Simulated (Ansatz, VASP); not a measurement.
**Two plane-wave programs on Au**

File INCAR:

```
PREC = Accurate ; ENCUT = 500
EDIFF = 1E-6 ; ISMEAR = 0
SIGMA = 0.15 ; LREAL = False
LASPH = True ; NELM = 120
ALGO = Normal ; ISIF = 2
LWAVE = False ; LCHARG = True
LELF = True ; LVHAR = True
NBANDS = 12 ; GGA_COMPAT = False
```

The input KPOINTS:

```
Automatic mesh
0
Gamma
  20 20 20
```

POSCAR

```
Au
1.0
   -1.6075509300      1.6075509300      1.6572690000
    1.6075509300     -1.6075509300      1.6572690000
    1.6075509300      1.6075509300     -1.6572690000
Au
1
Direct
    0.0000000000      0.0000000000      0.0000000000
```

Input for Ansatz:

```yaml
crystal:
  lattice:
    - [-1.60755093, 1.60755093, 1.657269]
    - [1.60755093, -1.60755093, 1.657269]
    - [1.60755093, 1.60755093, -1.657269]
  atoms:
    - { symbol: Au, position: [0.0, 0.0, 0.0] }
basis:
  ecutwfc: 420
kpoints:
  mp_grid: { grid: [20, 20, 20] }
hamiltonian:
  xc: lda
scf:
  occupations: { method: gaussian, width: 0.15 }
output:
  forces: true
  stress: true
  eigenvalues: true
```

Change from the starting cell: strain -0.030 along x and y, +0.000 along z, atoms carried along.

Alike in both runs: task single point; functional LDA; k mesh 20 × 20 × 20; occupations gaussian, width 0.15 eV; no spin polarisation.

```csv
,VASP,Ansatz
version,VASP 6.6.1,Ansatz 0.2.0
potentials or method,"VASP PAW LDA potentials, release 64 (Au), cutoff 500 eV","scalar-relativistic, plane waves, PAW"
valence electrons in the cell,11,19
```

|  | VASP | Ansatz | Ansatz less VASP |
| --- | --- | --- | --- |
| gap on the k mesh at the Fermi level (eV) | none | none | - |
| pressure (GPa) | -5.0 | -5.5 | -0.46 |
| traceless stress, the component that is largest in VASP (GPa) | 0.08 | 0.06 | -0.012 |

LDA's correlation is that of Perdew and Zunger in VASP and of Perdew and Wang (1992) in Ansatz. A gap of «none» marks a metal or a gap that the smearing closes. VASP's potentials hold 11 valence electrons a cell and Ansatz's 19, so a difference there can come from the potentials and not from the codes.

Spin-orbit coupling is off throughout.
